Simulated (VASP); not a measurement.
Au: single point with PBE

Au, a sheet with vacuum:

```xyz
2
Lattice="4.4880 0.0000 0.0000 -2.2440 3.8868 0.0000 0.0000 0.0000 23.8000" Properties=species:S:1:pos:R:3 pbc="T T T"
Au    0.0000    2.5912    7.0000
Au    2.2440    1.2956    7.0000
```

```yaml
Program: VASP 6.6.1
Task: single point
Functional: PBE
Potentials_or_basis: VASP PAW PBE potentials, release 64 (Au)
Cutoff: 520 eV
k_mesh: 12 × 12 × 1
Occupations: gaussian, width 0.1 eV
Spin: no spin polarisation
```

The band gap on the k mesh is zero (filled and empty bands touch).

Levels at points of the mesh, in eV from the Fermi level:
```tsv
k point	band 9	band 10	band 11	band 12	band 13	band 14
(0.00, 0.00, 0.00)	-1.42	-1.42	-1.32	2.57	5.67	6.10
(0.50, 0.00, 0.00)	-1.15	-1.07	-0.32	0.30	4.75	5.12
```

It took 2.1 min on 1 thread of Intel(R) Xeon(R) Platinum 8375C CPU @ 2.90GHz (Ice Lake), with other jobs on the host, peak memory 0.55 GiB.

Caveat: spin-orbit coupling is left out, which moves the levels of the heavy elements.
